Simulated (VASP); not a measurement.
In4Fe, 5 atoms in the cell. Symmetry: Im-3m, No. 229, cubic system. Conventional cell: a = 6.052 Å, b = 6.052 Å, c = 6.052 Å, α = 90.00°, β = 90.00°, γ = 90.00°. Within 3.5 Å of In (site symmetry -3m) lie 2 Fe at 2.62 Å and 6 In at 3.03 Å. Within 3.5 Å of Fe (site symmetry m-3m) lie 8 In at 2.62 Å. The cell was built from a structure type or drawn by symmetry, and may not be a known phase.

```yaml
Program: VASP 6.6.1
Task: single point
Functional: PBE
Potentials_or_basis: VASP PAW PBE potentials, release 64 (In_d, Fe)
Cutoff: 520 eV
k_mesh: 4 × 4 × 4
Occupations: gaussian, width 0.1 eV
Spin: collinear spin, ferromagnetic start
Starting_moments: "[0.0, 0.0, 0.0, 0.0, 4.0] μB"
Dipole_correction: no
Further_INCAR_settings: ALGO = Normal; EDIFF = 1e-06; NBANDS = 42
```

Potentials or basis: VASP PAW PBE potentials, release 64 (In_d, Fe).

Command:

```console
$ cat potpaw_PBE.64/In_d/POTCAR potpaw_PBE.64/Fe/POTCAR > POTCAR
$ mpirun -np 1 vasp_std > vasp.out
```

Hardware: 1 thread of Intel(R) Xeon(R) 6975P-C (Granite Rapids), on a shared host.

Task: How long does it take, and how much memory?

Result: Wall time 42 s on 1 thread of Intel(R) Xeon(R) 6975P-C (Granite Rapids), with other jobs on the host, peak memory 0.3 GiB. Counts: scf iterations 15, k points 8.
